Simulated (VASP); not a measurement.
# Mo (P6_3/mmc) in VASP: notebook, part 2 of 2

VASP 6.6.1.

## Step 4: Single point, r2SCAN (16.57 Å³/atom)

This run uses another cell than the first one, of 16.57 Å³/atom.

Contents of POSCAR:

```
Mo
1.0
    2.7877528681      0.0000000000      0.0000000000
   -1.3938764341      2.4142648033      0.0000000000
    0.0000000000      0.0000000000      9.8503153392
Mo
4
Direct
    1.0000000000      1.0000000000      1.0000000000
    1.0000000000      0.0000000000      0.5000000000
    0.3333333333      0.6666666667      0.2500000000
    0.6666666667      0.3333333333      0.7500000000
```

Contents of INCAR.step1:

```
PREC = Accurate
ENCUT = 520
ISMEAR = -1
SIGMA = 0.1
LREAL = False
LASPH = True
NELM = 60
NBANDS = 36
GGA = PE
ALGO = Normal
EDIFF = 1E-4
LWAVE = True
LCHARG = False
```

Contents of INCAR.step2:

```
PREC = Accurate
ENCUT = 520
EDIFF = 1E-7
ISMEAR = -1
SIGMA = 0.1
LREAL = False
LASPH = True
NELM = 60
ALGO = Normal
ISIF = 2
LWAVE = False
LCHARG = False
METAGGA = R2SCAN
LMIXTAU = True
NBANDS = 36
ISTART = 1
```

Contents of KPOINTS:

```
regular mesh
0
Gamma
  15 15 4
```

Potentials or basis: VASP PAW PBE potentials, release 64 (Mo_sv).

Run with:

```console
$ cat potpaw_PBE.64/Mo_sv/POTCAR > POTCAR
$ cp INCAR.step1 INCAR
$ mpirun -np 1 vasp_std > vasp.out
$ cp INCAR.step2 INCAR
$ mpirun -np 1 vasp_std > vasp.out
```

OUTCAR:

```text
PREC = Accurate
   ENCUT = 520
   EDIFF = 1E-7
   ISMEAR = -1
   LREAL = False
   LASPH = True
   NELM = 60
   ISIF = 2
   METAGGA = R2SCAN
   ISTART = 1

 ion  position               nearest neighbor table
   1  0.000  0.000  0.000-   3 2.94   4 2.94   4 2.94   3 2.94   4 2.94   3 2.94
   2  0.000  0.000  0.500-   3 2.94   4 2.94   4 2.94   3 2.94   4 2.94   3 2.94
   3  0.333  0.667  0.250-   1 2.94   2 2.94   1 2.94   2 2.94   1 2.94   2 2.94
   4  0.667  0.333  0.750-   1 2.94   2 2.94   1 2.94   2 2.94   1 2.94   2 2.94

  LATTYP: Found a hexagonal cell.
 ALAT       =     2.7877528681
 C/A-ratio  =     3.5334248785

  Lattice vectors:

 A1 = (   2.7877528681,   0.0000000000,   0.0000000000)
 A2 = (  -1.3938764341,   2.4142648033,   0.0000000000)
 A3 = (   0.0000000000,   0.0000000000,   9.8503153392)

Analysis of symmetry for initial positions (statically):
=====================================================================
 Subroutine PRICEL returns:
 Original cell was already a primitive cell.

 Routine SETGRP: Setting up the symmetry group for a
 hexagonal supercell.

 Subroutine GETGRP returns: Found 24 space group operations
[... 171 lines left out ...]
 E-fermi :  11.3550     XC(G=0): -14.2407

 val. band max:       11.3439678760   @ k =   0.4667   0.0667   0.2500
 cond. band min:      11.3558980845   @ k =   0.3333   0.2000   0.0000
 fundamental gap:      0.0119302085
 Fermi energy:        11.3550115114

 k-point     1 :       0.0000    0.0000    0.0000
  band No.  band energies     occupation
      1     -51.4691      2.00000
      2     -51.4035      2.00000
      3     -51.3772      2.00000
      4     -51.3105      2.00000
      5     -25.2838      2.00000
      6     -24.7894      2.00000
[... 925 lines left out ...]
     35      14.9383      0.00000
     36      15.0815      0.00000

 [... further k-points ...]

------------------------ aborting loop because EDIFF is reached ----------------------------------------

  FORCE on cell =-STRESS in cart. coord.  units (eV):
  Direction    XX          YY          ZZ          XY          YZ          ZX
  --------------------------------------------------------------------------------------
  -------------------------------------------------------------------------------------
  Total       -3.5886519     -3.5886519     -3.0343811      0.0000000     -0.0000000      0.0000000
  in kB      -86.7266583    -86.7266583    -73.3316407      0.0000000     -0.0000000      0.0000000
  external PRESSURE =     -82.2616524 kB  Pullay stress =       0.0000000 kB

 VOLUME and BASIS-vectors are now :
 -----------------------------------------------------------------------------
  energy-cutoff  :      520.00
  volume of cell :       66.30
      direct lattice vectors                 reciprocal lattice vectors
     2.787752868  0.000000000  0.000000000     0.358711854  0.207102386  0.000000000
    -1.393876434  2.414264803  0.000000000     0.000000000  0.414204771  0.000000000
     0.000000000  0.000000000  9.850315339     0.000000000  0.000000000  0.101519593

 POSITION                                       TOTAL-FORCE (eV/Angst)
 -----------------------------------------------------------------------------------
      0.00000      0.00000      0.00000         0.000000      0.000000     -0.000000
      0.00000      0.00000      4.92516         0.000000      0.000000     -0.000000
     -0.00000      1.60951      2.46258        -0.000000      0.000000      0.000000
      1.39388      0.80475      7.38774         0.000000     -0.000000      0.000000
 -----------------------------------------------------------------------------------
    total drift:                               -0.000000      0.000000     -0.000000

  FREE ENERGIE OF THE ION-ELECTRON SYSTEM (eV)
  ---------------------------------------------------
  free  energy   TOTEN  =      -102.4057518150 eV

  energy  without entropy=     -102.2465619086  energy(sigma->0) =     -102.32615686
```

OUTCAR.step1:

```text
PREC = Accurate
   ENCUT = 520
   ISMEAR = -1
   LREAL = False
   LASPH = True
   NELM = 60
[... 1166 lines left out ...]
      0.00000      0.00000      4.92516         0.000000     -0.000000     -0.000000
     -0.00000      1.60951      2.46258        -0.000000     -0.000000     -0.000000
      1.39388      0.80475      7.38774        -0.000000      0.000000      0.000000
 -----------------------------------------------------------------------------------
    total drift:                               -0.000000      0.000000     -0.000000

  FREE ENERGIE OF THE ION-ELECTRON SYSTEM (eV)
  ---------------------------------------------------
  free  energy   TOTEN  =       -42.0985455341 eV

  energy  without entropy=      -41.9253472881  energy(sigma->0) =      -42.01194641
```

Run time: 6.5 min. Hardware: 1 thread of Intel Xeon 6975P-C (Granite Rapids), shared host; peak memory 0.29 GiB.

Results:

```yaml
Free_energy: -102.4058 eV
Pressure: -8.2 GPa
Band_gap_on_the_k_mesh: zero (bands 28 and 29 overlap by 1.92 eV)
```

Caveat: the cell stands under tension; the PAW data sets were made with another functional, which shifts forces and pressure a little.

## Step 5: Summary

```tsv
cell	gap on the mesh (eV)	pressure (GPa)
a = 2.714, b = 2.714, c = 9.591 Å, angles 90.0, 90.0, 120.0°, 4 atoms	none	12.2
a = 2.752, b = 2.752, c = 9.722 Å, angles 90.0, 90.0, 120.0°, 4 atoms	none	1.0
a = 2.788, b = 2.788, c = 9.850 Å, angles 90.0, 90.0, 120.0°, 4 atoms	none	-8.2
```

Alike in all rows: task single point; level r2SCAN; potentials or basis VASP PAW PBE potentials, release 64 (Mo_sv); no spin polarisation; k mesh 15 × 15 × 4; cutoff (eV) 520; smearing fermi-dirac 0.1 eV.

Caveats: the PAW data sets were made with another functional, which shifts forces and pressure a little; the cell stands under pressure (at least some runs); the cell stands under tension (at least some runs).

Absolute energies hang on the potentials; compare differences alone.
